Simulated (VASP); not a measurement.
Here is a VASP 6.6.1 calculation.

The input INCAR:

```
SYSTEM = Ba2SrN2
PREC = Accurate
ENCUT = 600
EDIFF = 1E-7
ISMEAR = -1
SIGMA = 0.02
LREAL = .False.
LASPH = .True.
NELM = 60
ALGO = Normal
ISIF = 3
LWAVE = .False.
LCHARG = .False.
GGA = PE
IBRION = 2
NSW = 60
EDIFFG = -0.01
```

KPOINTS

```
Automatic mesh
0
Gamma
  7 7 2
  0 0 0
```

Contents of POSCAR:

```
Ba2SrN2
1.0
    3.9305740000      0.0000000000      0.0000000000
   -1.9652870000      3.4039769355      0.0000000000
    0.0000000000      0.0000000000     10.5606640000
Ba Sr N
2 1 2
Direct
    0.6666666667      0.3333333333      0.2154780000
    0.3333333333      0.6666666667      0.7845220000
    0.0000000000      0.0000000000      0.5000000000
    0.6666666667      0.3333333333      0.6607440000
    0.3333333333      0.6666666667      0.3392560000
```

Potentials or basis: VASP PAW PBE potentials, release 64 (Ba_sv, Sr_sv, N).

The run is started by

```console
$ cat potpaw_PBE.64/Ba_sv/POTCAR potpaw_PBE.64/Sr_sv/POTCAR potpaw_PBE.64/N/POTCAR > POTCAR
$ mpirun -np 1 vasp_std > vasp.out
```

(1) Estimate the relaxed volume.

(2) Estimate the band gap on the k mesh.

(3) Predict the space group after relaxing (to 0.1 Å).

(4) What does it give for the relaxed cell?

## Answers

(1) 28.21 Å³/atom.

(2) zero (bands 20 and 21 overlap by 0.27 eV).

(3) P-3m1 (No. 164).

(4) a = 3.930 Å, b = 3.930 Å, c = 10.548 Å, α = 90.00°, β = 90.00°, γ = 120.00°.

Caveat: spin-orbit coupling is left out, which moves the levels of the heavy elements.
